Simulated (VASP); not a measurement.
A run of VASP 6.6.1:

Contents of INCAR:

```
SYSTEM = LiSe
PREC = Accurate ; ENCUT = 520
EDIFF = 1E-6 ; ISMEAR = 0
SIGMA = 0.1 ; LREAL = .FALSE.
LASPH = .TRUE. ; NELM = 100
ALGO = Normal ; ISIF = 2
LWAVE = .FALSE. ; LCHARG = .FALSE.
GGA = PE ; IVDW = 12
NBANDS = 22
```

Contents of KPOINTS:

```
regular mesh
0
G
  10 10 4
  0 0 0
```

Contents of POSCAR:

```
LiSe
1.0
    3.6812762767      0.0000000000      0.0000000000
   -1.8406381383      3.8270851813     -0.5591646256
    0.0000000000     -0.6551501700      7.1312184451
Se Li
3 3
Direct
    0.2999798386     -0.0667707133      0.3648272160
    0.9664754263      0.2663004973      0.6982570034
    0.6334042158      0.6001580762      0.0313974286
   -0.0333285535      0.2666277249      0.1980704886
    0.6332730084      0.5998308486      0.5315839434
    0.2998839247     -0.0667707133      0.8648272160
```

Potentials or basis: VASP PAW PBE potentials, release 64 (Se, Li_sv).

The run is started by

```sh
$ cat potpaw_PBE.64/Se/POTCAR potpaw_PBE.64/Li_sv/POTCAR > POTCAR
$ mpirun -np 1 vasp_std > vasp.out
```

Hardware: 1 thread of AMD EPYC 7R43 64-Core Processor (Zen 3), on a shared host.

Task: How long does it take, and how much memory?

Result: It took 3 min on 1 thread of AMD EPYC 7R43 64-Core Processor (Zen 3), on a shared host, peak memory 0.31 GiB. Counts: scf iterations 12, k points 117.
